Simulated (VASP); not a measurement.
Write the native input for VASP 6.6.1 that does the following.

| Quantity | Value |
| --- | --- |
| Task | single point |
| Functional | PBE |
| Potentials or basis | VASP PAW PBE potentials, release 64 (Mo_sv, C_h, O_h) |
| Cutoff | 1000 eV |
| k mesh | 6 × 6 × 1 |
| Occupations | gaussian, width 0.1 eV |
| Spin | no spin polarisation |
| Dipole correction | yes |
| Further INCAR settings | ALGO = Normal; EDIFF = 1e-06; NBANDS = 57; NELMDL = -8 |

The structure of Mo6CO lies in POSCAR:

```
Mo6CO
1.0
    4.4695765303      0.0000000000      0.0000000000
   -2.2347882651      3.8707668194      0.0000000000
    0.0000000000      0.0000000000     22.2595667262
Mo C O
6 1 1
Direct
    0.6666666667      0.3333333333      0.1796980170
    0.3333333333      0.6666666667      0.2206848206
    0.0000000000      0.0000000000      0.2616716241
    0.6666666667      0.3333333333      0.2990464568
    0.3333333333      0.6666666667      0.3355219825
    0.0000000000      0.0000000000      0.3710569405
    0.1666666667      0.3333333333      0.4636014193
    0.2726203322      0.5452406645      0.5004504683
```

One way to write it, as run:

INCAR

```
PREC = Accurate
ENCUT = 1000
EDIFF = 1E-6
ISMEAR = 0
SIGMA = 0.1
LREAL = F
LASPH = T
NELM = 120
ALGO = Normal
ISIF = 2
LWAVE = F
LCHARG = T
LDIPOL = T
IDIPOL = 3
DIPOL = 0.5 0.5 0.329
GGA = PE
LELF = T
LVHAR = T
LVACPOTAV = T
NBANDS = 57
GGA_COMPAT = F
NELMDL = -8
```

KPOINTS

```
Automatic mesh
0
Gamma
  6 6 1
```

Potentials or basis: VASP PAW PBE potentials, release 64 (Mo_sv, C_h, O_h).

Launch:

```sh
$ cat potpaw_PBE.64/Mo_sv/POTCAR potpaw_PBE.64/C_h/POTCAR potpaw_PBE.64/O_h/POTCAR > POTCAR
$ mpirun -np 1 vasp_std > vasp.out
```

It gave:

```json
{
  "Largest force": "2.118 eV/Å",
  "Band gap on the k mesh": "0.02 eV (least direct gap 0.04 eV)"
}
```

Caveat: the smearing spreads over this small gap.

It took 37 min on 1 thread of Intel(R) Xeon(R) Platinum 8488C (Sapphire Rapids), with other jobs on the host, peak memory 1.4 GiB.
